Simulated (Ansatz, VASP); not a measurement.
# Ga2O3: VASP beside Ansatz

```xyz
10
Lattice="2.4750 1.4289 4.4354 -2.4750 1.4289 4.4354 0.0000 -2.8578 4.4354" Properties=species:S:1:pos:R:3 pbc="T T T"
Ga    0.0000    0.0000   11.3870
Ga    0.0000    0.0000    8.5721
Ga    0.0000    0.0000    1.9191
Ga    0.0000    0.0000    4.7340
O    -0.9762   -1.4289    5.5442
O     1.7256   -0.1310    5.5442
O    -0.7494    1.5599    5.5442
O     0.9762    1.4289    7.7619
O    -1.7256    0.1310    7.7619
O     0.7494   -1.5599    7.7619
```

Alike in both runs: functional LDA; k mesh 6 × 6 × 6; occupations gaussian, width 0.02 eV; no spin polarisation.

Ansatz relaxed the structure, and its values are those at the end. VASP's run is a single point on that final structure, the one shown.

|  | VASP | Ansatz |
| --- | --- | --- |
| version | VASP 6.6.1 | Ansatz 0.2.0 |
| potentials or method | VASP PAW LDA potentials, release 64 (Ga_d, O), cutoff 520 eV | scalar-relativistic, plane waves, PAW |
| valence electrons in the cell | 88 | 88 |

Ansatz gave:

```
gap on the k mesh at the Fermi level (eV) : 3.04
least direct gap on the mesh (eV)         : 3.32
pressure (GPa)                            : 0.0
rms of the force components (eV/Å)        : 0.000
```

Q: Which values does VASP return?

A: gap on the k mesh at the Fermi level (eV): 3.06; least direct gap on the mesh (eV): 3.33; pressure (GPa): 2.1; rms of the force components (eV/Å): 0.013.

Ansatz warns that its potentials were made for another functional, while VASP's fit it. LDA's correlation is that of Perdew and Zunger in VASP and of Perdew and Wang (1992) in Ansatz.
